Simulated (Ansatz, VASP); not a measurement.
Ga2GeO2: VASP beside Ansatz

```xyz
5
Lattice="3.8005 0.0000 0.0000 0.0000 3.8005 0.0000 0.0000 0.0000 5.4766" Properties=species:S:1:pos:R:3 pbc="T T T"
Ga    1.9003    0.0000    0.9456
Ga    0.0000    1.9003    0.9456
Ge    1.9003    1.9003    3.7702
O     1.9003    0.0000    4.4687
O     0.0000    1.9003    4.4687
```

Alike in both runs: functional PBE; k mesh 4 × 4 × 4; occupations gaussian, width 0.1 eV; no spin polarisation.

Ansatz relaxed the structure, and its values are those at the end. VASP's run is a single point on that final structure, the one shown.

```csv
,VASP,Ansatz
version,VASP 6.6.1,Ansatz 0.2.0
potentials or method,"VASP PAW PBE potentials, release 64 (Ga_d, Ge_d, O), cutoff 520 eV","scalar-relativistic, plane waves, PAW"
valence electrons in the cell,52,52
```

```tsv
	VASP	Ansatz	Ansatz less VASP
gap on the k mesh at the Fermi level (eV)	none	none	-
pressure (GPa)	0.1	-0.1	-0.21
rms of the force components (eV/Å)	0.024	0.009	-0.0147
```

A gap of «none» marks a metal or a gap that the smearing closes.

The k mesh is coarse, so the values compare programs but aren't converged.
